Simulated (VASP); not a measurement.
# Al (P2_1/m) in VASP: single point with PBEsol

Aim: the single point of Al with PBEsol.

Everything below comes from runs of VASP 6.6.1. Logs are shortened: lines on timing, memory, paths and dates and some standing lists are left out, and cuts for length are marked.

## (1) The cell of the first run

It takes space group P2_1/m (No. 11, monoclinic). The conventional cell has a = 2.850 Å, b = 4.637 Å, c = 2.850 Å, α = 90.00°, β = 120.00°, γ = 90.00°. Al (site symmetry m) has 12 Al at 2.69 to 2.98 Å within 3.5 Å.

## (2) Single point, PBEsol (atoms displaced along a vibrational mode)

INCAR reads:

```
SYSTEM = Al
PREC = Accurate ; ENCUT = 520
EDIFF = 1E-6 ; ISMEAR = 0
SIGMA = 0.15 ; LREAL = .False.
LASPH = .True. ; NELM = 60
ALGO = Fast ; ISIF = 2
LWAVE = .False. ; LCHARG = .False.
GGA = PS ; NBANDS = 14
KPAR = 4
```

KPOINTS reads:

```
regular mesh
0
Gamma
  22 22 22
  0 0 0
```

POSCAR reads:

```
Al
1.0
   -2.8500701807      0.0000000000      0.0000000000
    0.0000000000      4.9364663581      0.0000000000
    1.4250350903     -2.4682331791     -4.6373162797
Al
4
Direct
    0.0877847700      0.8131528897      0.2500000000
    0.5877847700      0.3131528897      0.2500000000
    0.9122152300      0.1868471103      0.7500000000
    0.4122152300      0.6868471103      0.7500000000
```

Potentials or basis: VASP PAW PBE potentials, release 64 (Al).

Started as:

```
$ cat potpaw_PBE.64/Al/POTCAR > POTCAR
$ mpirun -np 4 vasp_std > vasp.out
```

OUTCAR:

```text
SYSTEM = Al
   PREC = Accurate
   ENCUT = 520
   EDIFF = 1E-6
   ISMEAR = 0
   LREAL = .False.
   LASPH = .True.
   NELM = 60
   ISIF = 2
   GGA = PS

 ion  position               nearest neighbor table
   1  0.088  0.813  0.250-   3 2.69   4 2.69   2 2.85   2 2.85   2 2.85   2 2.85   4 2.90   3 2.90
                             3 2.98   4 2.98
   2  0.588  0.313  0.250-   4 2.69   3 2.69   1 2.85   1 2.85   1 2.85   1 2.85   3 2.90   4 2.90
                             4 2.98   3 2.98
   3  0.912  0.187  0.750-   1 2.69   2 2.69   4 2.85   4 2.85   4 2.85   4 2.85   2 2.90   1 2.90
                             1 2.98   2 2.98
   4  0.412  0.687  0.750-   2 2.69   1 2.69   3 2.85   3 2.85   3 2.85   3 2.85   1 2.90   2 2.90
                             2 2.98   1 2.98

  LATTYP: Found a body centered orthorhombic cell.
 ALAT       =     2.8500701807
 B/A-ratio  =     1.7320508076
 C/A-ratio  =     3.2541769049

  Lattice vectors:

 A1 = (  -1.4250350903,   2.4682331791,   4.6373162797)
 A2 = (   1.4250350904,  -2.4682331790,   4.6373162797)
 A3 = (   1.4250350903,   2.4682331790,  -4.6373162797)

Analysis of symmetry for initial positions (statically):
=====================================================================
 Subroutine PRICEL returns following result:

  LATTYP: Found a hexagonal cell.
 ALAT       =     2.8500701807
 C/A-ratio  =     1.6270884525

  Lattice vectors:

 A1 = (   2.8500701807,   0.0000000000,   0.0000000000)
 A2 = (  -1.4250350903,  -2.4682331791,   0.0000000000)
 A3 = (  -0.0000000001,  -0.0000000001,  -4.6373162797)

   2 primitive cells build up your supercell.

 Routine SETGRP: Setting up the symmetry group for a
 body centered orthorhombic supercell.

 Subroutine GETGRP returns: Found  4 space group operations
 (whereof  2 operations were pure point group operations)
 out of a pool of  8 trial point group operations.

The static configuration has the point symmetry S_2 .
 The point group associated with its full space group is C_2h.

Analysis of symmetry for dynamics (positions and initial velocities):
=====================================================================
 Subroutine PRICEL returns following result:

  LATTYP: Found a hexagonal cell.
 ALAT       =     2.8500701807
 C/A-ratio  =     1.6270884525

  Lattice vectors:

 A1 = (   2.8500701807,   0.0000000000,   0.0000000000)
 A2 = (  -1.4250350903,  -2.4682331791,   0.0000000000)
 A3 = (  -0.0000000001,  -0.0000000001,  -4.6373162797)

   2 primitive cells build up your supercell.
[... 123 lines left out ...]
   EFERMI =   0.00;   METHOD = LEGACY
   ISMEAR =     0;   SIGMA  =   0.15  broadening in eV -4-tet -1-fermi 0-gaus
   EFERMI_NEDOS =   21; number of points for ismear=-14 and -15
   IALGO  =     68    algorithm
   IMIX   =      4    mixing-type and parameters
     AMIX     =   0.40;   BMIX     =  1.00
     AMIX_MAG =   1.60;   BMIX_MAG =  1.00
  volume/ion in A,a.u.               =      16.31       110.07
  Fermi-wavevector in a.u.,A,eV,Ry     =   0.931013  1.759360 11.793330  0.866785
  Thomas-Fermi vector in A             =   2.057462
   LORBIT       =      0    0 simple, 1 ext, 2 COOP (PROOUT), +10 PAW based schemes
   GGA     = PS    functional components
   LHFCALC =     F    Hartree Fock is set to
   AEXX    =    0.0000 exact exchange contribution
   IVDW    =     0    specifies the selected vdW correction
   LEPSILON=     F    determine dielectric tensor
   LRPA    =     F    only Hartree local field effects (RPA)
 non-spin polarized calculation
 RMM-DIIS sequential band-by-band and
 Gauss-broadening in eV      SIGMA  =   0.15
  energy-cutoff  :      520.00
  volume of cell :       65.24
 maximum number of plane-waves:      1779
 NGX is ok and might be reduce to    24
   NGX = 11   NGY = 19   NGZ = 21

 number of electron      12.0000000 magnetization

 Free energy of the ion-electron system (eV)
  ---------------------------------------------------
  ext. energy  EPLUGINS =         0.00000000
  ---------------------------------------------------
  free energy    TOTEN  =       -16.13057933 eV

  energy without entropy =      -16.11248173  energy(sigma->0) =      -16.12153053

 E-fermi :   8.0497     XC(G=0): -10.2978

 val. band max:        8.0484894446   @ k =   0.0909   0.3636   0.2727
 cond. band min:       8.0498506237   @ k =  -0.2273  -0.3636   0.0909
 fundamental gap:      0.0013611791
 Fermi energy:         8.0496802025

 k-point     1 :       0.0000    0.0000    0.0000
  band No.  band energies     occupation
      1      -3.1445      2.00000
      2       3.4396      2.00000
      3       3.7196      2.00000
      4       4.1465      2.00000
      5       4.1465      2.00000
      6       4.7618      2.00000
      7       4.7618      2.00000
      8      15.0655      0.00000
      9      15.0655      0.00000
     10      15.7862      0.00000
     11      15.7862      0.00000
     12      17.1686      0.00000
     13      17.1686      0.00000
     14      18.4203      0.00000
[... 377 lines left out ...]
      1      -1.6116      2.00000
      2       2.9471      2.00000
      3       4.2938      2.00000
      4       5.2955      2.00000
      5       6.2482      2.00000
      6       7.0713      2.00000
      7       7.0980      2.00000
      8       7.7025      1.99894
      9       9.1289      0.00000
     10      11.5890      0.00000
     11      12.6353      0.00000
     12      15.3645      0.00000
     13      15.7995      0.00000
     14      16.4415      0.00000

 [... further k-points ...]

------------------------ aborting loop because EDIFF is reached ----------------------------------------

  FORCE on cell =-STRESS in cart. coord.  units (eV):
  Direction    XX          YY          ZZ          XY          YZ          ZX
  --------------------------------------------------------------------------------------
  -------------------------------------------------------------------------------------
  Total        0.1186127     -0.1705635      1.2603211      0.1355025      0.0000000      0.0000000
  in kB        2.9127518     -4.1884976     30.9494783      3.3275109      0.0000000      0.0000000
  external PRESSURE =       9.8912442 kB  Pullay stress =       0.0000000 kB

 VOLUME and BASIS-vectors are now :
 -----------------------------------------------------------------------------
  energy-cutoff  :      520.00
  volume of cell :       65.24
      direct lattice vectors                 reciprocal lattice vectors
    -2.850070181  0.000000000  0.000000000    -0.350868553  0.000000000 -0.107820983
     0.000000000  4.936466358  0.000000000     0.000000000  0.202574053 -0.107820983
     1.425035090 -2.468233179 -4.637316280     0.000000000  0.000000000 -0.215641966

 POSITION                                       TOTAL-FORCE (eV/Angst)
 -----------------------------------------------------------------------------------
      0.10607      3.39704     -1.15933        -0.338795     -0.223474      0.000000
     -1.31897      0.92881     -1.15933        -0.338795     -0.223474      0.000000
     -1.53110     -0.92881     -3.47799         0.338795      0.223474     -0.000000
     -0.10607      1.53942     -3.47799         0.338795      0.223474     -0.000000
 -----------------------------------------------------------------------------------
    total drift:                               -0.000000     -0.000000     -0.000000

  FREE ENERGIE OF THE ION-ELECTRON SYSTEM (eV)
  ---------------------------------------------------
  free  energy   TOTEN  =       -16.1305793270 eV

  energy  without entropy=      -16.1124817345  energy(sigma->0) =      -16.12153053
```

Wall time 18 min (4 MPI ranks of Oxide Virtual Turin-like, shared host); peak memory 1.7 GiB.

Results:

- Free energy: -16.1306 eV
- Pressure: 1.0 GPa
- Largest force: 0.406 eV/Å
- Band gap on the k mesh: zero (bands 6 and 7 overlap by 6.05 eV)

Forces on the atoms (eV/Å):
```
Al  -0.339 -0.223  0.000
Al  -0.339 -0.223  0.000
Al   0.339  0.223  0.000
Al   0.339  0.223  0.000
```

Levels at points of the mesh, in eV from the Fermi level:
```csv
k point,band 2,band 3,band 4,band 5,band 6,band 7,band 8,band 9,band 10,band 11
"(0.00, 0.00, 0.00)",-4.61,-4.33,-3.90,-3.90,-3.29,-3.29,7.02,7.02,7.74,7.74
"(0.50, 0.00, 0.00)",-6.30,-3.09,-3.09,-0.51,-0.51,-0.44,-0.44,2.44,2.44,2.73
"(0.00, 0.50, 0.00)",-9.26,-5.91,-5.91,0.50,0.50,2.39,2.39,5.53,5.53,7.26
"(0.50, 0.50, 0.00)",-5.25,-3.93,-3.93,-3.24,-3.24,0.98,1.05,1.50,1.62,5.64
"(0.50, 0.50, 0.50)",-5.15,-3.98,-3.98,-3.17,-3.17,0.50,1.13,1.62,1.90,5.68
"(0.00, 0.00, 0.50)",-9.48,-5.40,-5.12,0.38,1.02,1.79,1.96,3.52,3.52,5.63
```

Caveat: the cell differs from its parent crystal (atoms displaced along a vibrational mode); the PAW data sets were made with another functional, which shifts forces and pressure a little.
